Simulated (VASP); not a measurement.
A run of VASP 6.6.1:

File INCAR:

```
SYSTEM = Na
  PREC = Accurate
  ENCUT = 520
  EDIFF = 1E-7
  ISMEAR = -1
  SIGMA = 0.05
  LREAL = .False.
  LASPH = .True.
  NELM = 80
  ALGO = Normal
  ISIF = 2
  LWAVE = .False.
  LCHARG = .True.
  GGA = PS
  LELF = .True.
  LVHAR = .True.
  NBANDS = 10
```

KPOINTS

```
Automatic mesh
0
Gamma
  12 12 12
  0 0 0
```

The input POSCAR:

```
Na
1.0
   -2.1245349354      2.1245349354      2.1245349354
    2.1245349354     -2.1245349354      2.1245349354
    2.1245349354      2.1245349354     -2.1245349354
Na
1
Direct
    0.0000000000      0.0000000000      0.0000000000
```

Potentials or basis: VASP PAW PBE potentials, release 64 (Na_pv).

Launch:

```bash
$ cat potpaw_PBE.64/Na_pv/POTCAR > POTCAR
$ mpirun -np 1 vasp_std > vasp.out
```

Hardware: 1 thread of AMD EPYC 7R43 64-Core Processor (Zen 3), on a shared host.

Task: How long does it take, and how much memory?

Result: Run time: 20 s on 1 thread of AMD EPYC 7R43 64-Core Processor (Zen 3) (shared host), peak memory 0.12 GiB. Counts: scf iterations 10, k points 72.
